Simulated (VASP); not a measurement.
# Sn8O14F (a cell with a defect): single point with PBE

System: Sn8O14F (a cell with a defect).

```xyz
23
Lattice="-4.7380 -4.7380 0.0000 4.7380 -4.7380 0.0000 0.0000 0.0000 6.3730" Properties=species:S:1:pos:R:3 pbc="T T T"
Sn    0.0085   -4.7295    0.0000
Sn    2.3660   -2.3720    1.5856
Sn   -0.0080   -4.7460    3.1865
Sn    2.3660   -2.3720    4.7874
Sn    0.3259    0.3259    0.0000
Sn   -2.4425   -2.4425    1.6061
Sn   -0.0727   -0.0727    3.1865
Sn   -2.4425   -2.4425    4.7669
O     1.4423   -3.2957    0.0000
O     0.9134   -0.9058    1.5580
O    -1.4389   -6.1769    0.0000
O     3.8322   -3.8246    1.5580
O     1.4373   -3.3007    3.1865
O     0.9134   -0.9058    4.8150
O    -1.4479   -6.1859    3.1865
O     3.8322   -3.8246    4.8150
O     0.9305   -5.6813    1.5710
O    -0.9433   -3.8075    1.5710
O    -3.3543   -3.3543    3.1865
O     0.9305   -5.6813    4.8020
O    -1.5116   -1.5116    3.1865
O    -0.9433   -3.8075    4.8020
F    -1.4102   -1.4102    0.0000
```

* Program: VASP 6.6.1
* Task: single point
* Functional: PBE
* Potentials or basis: VASP PAW PBE potentials, release 64 (Sn_d, O, F)
* Cutoff: 520 eV
* k mesh: 2 × 2 × 2
* Occupations: gaussian, width 0.02 eV
* Spin: no spin polarisation
* Dipole correction: no
* Charge: 1
* Further INCAR settings: LREAL = Auto; ALGO = Normal; EDIFF = 1e-06; NBANDS = 118; NELECT = 202.0

* Largest force: 0.057 eV/Å

Forces in eV/Å, atoms in the order of the input:
```
Sn  -0.001 -0.001  0.000
Sn  -0.014 -0.014 -0.005
Sn   0.002  0.002  0.000
Sn  -0.014 -0.014  0.005
Sn   0.031  0.031  0.000
Sn  -0.020 -0.020 -0.035
Sn   0.002  0.002  0.000
Sn  -0.020 -0.020  0.035
O   -0.016 -0.016  0.000
O    0.014 -0.015  0.008
O    0.015  0.015  0.000
O   -0.015  0.014  0.008
O   -0.014 -0.014  0.000
O    0.014 -0.015 -0.008
O    0.009  0.009  0.000
O   -0.015  0.014 -0.008
O    0.001  0.003  0.008
O    0.003  0.001  0.008
O   -0.038 -0.038  0.000
O    0.001  0.003 -0.008
O    0.034  0.034  0.000
O    0.003  0.001 -0.008
F    0.041  0.041  0.000
```

Levels at points of the mesh, in eV from the Fermi level:
```csv
k point,band 97,band 98,band 99,band 100,band 101,band 102,band 103,band 104,band 105,band 106
"(0.00, 0.00, 0.00)",-1.43,-1.39,-1.35,-1.31,-0.66,1.96,2.25,2.44,4.03,4.72
"(0.50, 0.00, 0.00)",-1.53,-1.43,-1.13,-0.96,-0.65,1.41,2.43,3.24,4.43,4.98
"(0.00, 0.50, 0.00)",-1.46,-1.40,-1.30,-1.15,-0.25,2.41,2.54,3.22,3.56,4.79
"(0.50, 0.50, 0.00)",-1.32,-1.21,-1.18,-1.16,-0.52,2.11,3.20,3.47,3.89,4.74
"(0.00, 0.00, 0.50)",-1.35,-1.26,-1.04,-1.04,-0.54,1.17,2.42,3.81,3.90,4.32
"(0.50, 0.00, 0.50)",-1.15,-1.11,-1.00,-1.00,-0.63,1.44,2.23,3.93,4.51,4.99
"(0.00, 0.50, 0.50)",-1.37,-1.25,-1.08,-1.07,-0.22,2.18,2.96,3.73,3.90,4.34
"(0.50, 0.50, 0.50)",-1.44,-1.30,-1.30,-1.27,-0.12,2.23,2.61,4.71,4.73,4.74
```

It took 4 min on 1 thread of AMD EPYC 9R45 96-Core Processor (Zen 5), with other jobs on the host, peak memory 0.41 GiB.

Caveat: the k points lie up to 0.49 Å⁻¹ apart; the cell carries a net charge on a neutralising background, which shifts energy and pressure; the cell is charged against a uniform background, so pressure and absolute levels hang on convention; spin-orbit coupling is left out, which moves the levels of the heavy elements.
